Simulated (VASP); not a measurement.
A run of VASP 6.6.1 is set up as follows.

The input INCAR:

```
PREC     = Accurate       # precision mode
ENCUT    = 520            # plane-wave cutoff, eV
EDIFF    = 1E-7           # SCF threshold, eV
ISMEAR   = -1             # smearing method
SIGMA    = 0.1            # smearing width, eV
LREAL    = F              # projectors in reciprocal space
LASPH    = T              # aspherical terms in the spheres
NELM     = 80             # most SCF steps
ALGO     = Normal         # electronic algorithm
ISIF     = 2              # what is computed and relaxed
LWAVE    = F              # write WAVECAR
LCHARG   = T              # write CHGCAR
GGA      = PS             # functional
LELF     = T              # ELF
LVHAR    = T            
NBANDS   = 34             # bands
```

File KPOINTS:

```
regular mesh
0
Gamma
  11 11 3
```

Contents of POSCAR:

```
Tl
1.0
    3.4329046436      0.0000000000      0.0000000000
   -1.7164523218      2.9729826302      0.0000000000
    0.0000000000      0.0000000000     11.1424582974
Tl
4
Direct
    1.0000000000      1.0000000000      1.0000000000
    1.0000000000      1.0000000000      0.5000000000
    0.3333333333      0.6666666667      0.2500000000
    0.6666666667      0.3333333333      0.7500000000
```

Potentials or basis: VASP PAW PBE potentials, release 64 (Tl_d).

Command:

```console
$ cat potpaw_PBE.64/Tl_d/POTCAR > POTCAR
$ mpirun -np 1 vasp_std > vasp.out
```

Question: Predict the band gap on the k mesh.

Answer: Zero (band 26 reaches 9.78 eV, above the bottom of band 27 at 5.33 eV).

Question: Estimate the pressure.

Answer: -0.1 GPa.

Caveat: the PAW data sets were made with another functional, which shifts forces and pressure a little; spin-orbit coupling is left out, which moves the levels of the heavy elements.
